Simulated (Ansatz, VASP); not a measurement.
# MgS: VASP beside Ansatz

```
Mg S
1.0
     0.00000    2.83087    2.83087
     2.83087    0.00000    2.83087
     2.83087    2.83087    0.00000
Mg S
1 1
Direct
  0.00000 0.00000 0.00000
  0.75000 0.75000 0.75000
```

Alike in both runs: task single point; functional LDA; k mesh 8 × 8 × 8; no spin polarisation.

|  | VASP | Ansatz |
| --- | --- | --- |
| version | VASP 6.6.1 | Ansatz 0.2.0 |
| potentials or method | VASP PAW LDA potentials, release 64 (Mg, S) | plane waves, PAW |
| plane-wave cutoff (eV) | 520 | 420 |
| occupations | gaussian, width 0.01 eV | fixed |
| valence electrons in the cell | 8 | 16 |

```tsv
	VASP	Ansatz	Ansatz less VASP
gap on the k mesh at the Fermi level (eV)	3.19	3.18	-0.011
pressure (GPa)	-2.4	-2.1	+0.34
```

LDA's correlation is that of Perdew and Zunger in VASP and of Perdew and Wang (1992) in Ansatz. VASP's potentials hold 8 valence electrons a cell and Ansatz's 16, so a difference there can come from the potentials and not from the codes.
